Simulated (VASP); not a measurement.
Zn: single point with LDA

Zn:

```
Zn
1.0
     2.52259    0.00000    0.00000
     0.00000    2.52259    0.00000
     0.00000    0.00000    2.52259
Zn
1
Cartesian
  0.0000 0.0000 0.0000
```

| Quantity | Value |
| --- | --- |
| Program | VASP 6.6.1 |
| Task | single point |
| Functional | LDA |
| Potentials or basis | VASP PAW LDA potentials, release 64 (Zn) |
| Cutoff | 520 eV |
| k mesh | 14 × 14 × 14 |
| Occupations | fermi-dirac, width 0.1 eV |
| Spin | no spin polarisation |
| Dipole correction | no |
| Further INCAR settings | ALGO = Normal; EDIFF = 1e-06; NBANDS = 12 |

```yaml
Pressure: 0.7 GPa
Band_gap_on_the_k_mesh: zero (band 6 reaches 8.22 eV, above the bottom of band 7 at -0.54 eV)
```

Levels at points of the mesh, in eV from the Fermi level:
| k point | band 3 | band 4 | band 5 | band 6 | band 7 | band 8 | band 9 | band 10 |
| --- | --- | --- | --- | --- | --- | --- | --- | --- |
| (0.00, 0.00, 0.00) | -8.32 | -6.87 | -6.87 | -6.87 | 13.24 | 13.24 | 13.24 | 16.38 |
| (0.50, 0.00, 0.00) | -7.29 | -7.29 | -6.83 | -3.20 | -2.80 | 18.28 | 18.28 | 20.61 |
| (0.50, 0.50, 0.00) | -7.22 | -7.22 | -6.54 | 1.39 | 1.39 | 3.24 | 6.59 | 23.97 |
| (0.50, 0.50, 0.50) | -8.00 | -6.52 | -6.52 | 5.97 | 5.97 | 5.97 | 11.45 | 11.45 |

Wall time 9.3 s on 1 thread of Intel(R) Xeon(R) Platinum 8488C (Sapphire Rapids) (shared host), peak memory 0.13 GiB.
